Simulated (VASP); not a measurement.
A run of VASP 6.6.1 is set up as follows.

File POSCAR:

```
Ag
1.0
   -1.7384367000      1.7384367000      1.6556540000
    1.7384367000     -1.7384367000      1.6556540000
    1.7384367000      1.7384367000     -1.6556540000
Ag
1
Direct
    0.0000000000      0.0000000000      0.0000000000
```

INCAR.step1

```
SYSTEM = Ag
ALGO = Normal
EDIFF = 1E-4
ENCUT = 520
GGA = PE
ISMEAR = 0
LASPH = .True.
LCHARG = .False.
LREAL = .False.
LWAVE = .True.
NBANDS = 12
NELM = 80
PREC = Accurate
SIGMA = 0.15
```

The input INCAR.step2:

```
SYSTEM = Ag
ALGO = Normal
EDIFF = 1E-7
ENCUT = 520
ISIF = 2
ISMEAR = 0
ISTART = 1
LASPH = .True.
LCHARG = .False.
LMIXTAU = .True.
LREAL = .False.
LWAVE = .False.
METAGGA = R2SCAN
NBANDS = 12
NELM = 80
PREC = Accurate
SIGMA = 0.15
```

File KPOINTS:

```
k-points
0
Gamma
  20 20 20
  0 0 0
```

Potentials or basis: VASP PAW PBE potentials, release 64 (Ag).

Launch:

```console
$ cat potpaw_PBE.64/Ag/POTCAR > POTCAR
$ cp INCAR.step1 INCAR
$ mpirun -np 1 vasp_std > vasp.out
$ cp INCAR.step2 INCAR
$ mpirun -np 1 vasp_std > vasp.out
```

Q: What does it give for the band gap on the k mesh?

A: Zero (an odd number of electrons rules out a gap without spin polarisation).

Q: What does it give for the pressure?

A: -9.4 GPa.

Stress tensor (GPa, compression positive):
```
-9.18  0.00  0.00
 0.00 -9.18  0.00
 0.00  0.00 -9.71
```

Caveat: the cell differs from its parent crystal (strain +0.050 along x and y, +0.000 along z); the cell stands under tension; the PAW data sets were made with another functional, which shifts forces and pressure a little.
